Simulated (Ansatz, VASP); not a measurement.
Si2Mo: VASP beside Ansatz

INCAR

```
SYSTEM = Si2Mo
ALGO = Normal
EDIFF = 1E-8
ENCUT = 520
GGA = PS
ISIF = 2
ISMEAR = -1
LASPH = .TRUE.
LCHARG = .FALSE.
LEFG = .TRUE.
LREAL = .FALSE.
LWAVE = .FALSE.
NBANDS = 18
NELM = 100
PREC = Accurate
SIGMA = 0.03
```

The input KPOINTS:

```
k-points
0
G
  12 12 16
  0 0 0
```

POSCAR

```
Si2Mo
1.0
   -1.5723475000      1.6116525000      3.9305000000
    1.6116525000     -1.5723475000      3.9305000000
    1.5883475000      1.5883475000     -3.9145000000
Si Mo
2 1
Direct
    0.3330000000      0.3330000000      0.0000000000
    0.6670000000      0.6670000000      0.0000000000
    0.0000000000      0.0000000000      0.0000000000
```

Input for Ansatz:

```yaml
crystal:
  lattice:
    - [-1.5723475, 1.6116525, 3.9305]
    - [1.6116525, -1.5723475, 3.9305]
    - [1.5883475, 1.5883475, -3.9145]
  atoms:
    - { symbol: Si, position: [0.333, 0.333, 0.0] }
    - { symbol: Si, position: [0.667, 0.667, 0.0] }
    - { symbol: Mo, position: [0.0, 0.0, 0.0] }
kpoints:
  mp_grid: { grid: [12, 12, 16] }
scf:
  occupations: { method: fermi_dirac, width: 0.03 }
hamiltonian:
  xc: pbesol
  pseudopotentials: { kind: all_electron, datasets: crystal }
output:
  forces: true
  stress: true
  eigenvalues: true
  efg: { contact_densities: true }
```

Change from the starting cell: equal xy, yz and zx shear strains of +1 %, crystal datasets.

Alike in both runs: task electric field gradients; functional PBEsol; k mesh 12 × 12 × 16; occupations fermi-dirac, width 0.03 eV; no spin polarisation.

|  | VASP | Ansatz |
| --- | --- | --- |
| version | VASP 6.6.1 | Ansatz 0.2.0 |
| potentials or method | VASP PAW PBE potentials, release 64 (Si, Mo_sv), cutoff 520 eV | all-electron PAW with datasets made for the crystal, scalar-relativistic |

```tsv
	VASP	Ansatz	Ansatz less VASP
pressure (GPa)	-2.3	-2.6	-0.33
traceless stress, the component that is largest in VASP (GPa)	-1.98	-1.98	+0.003
rms of the force components (eV/Å)	0.153	0.154	+0.0018
size of Vzz on the site where it differs most (V/Å²)	59.4	60.6	+1.19
```

VASP's potentials were made for PBE, not for PBEsol. Atom by atom the forces differ by 0.002 eV/Å (rms over components). Ansatz ran all-electron here, and VASP with PAW potentials.
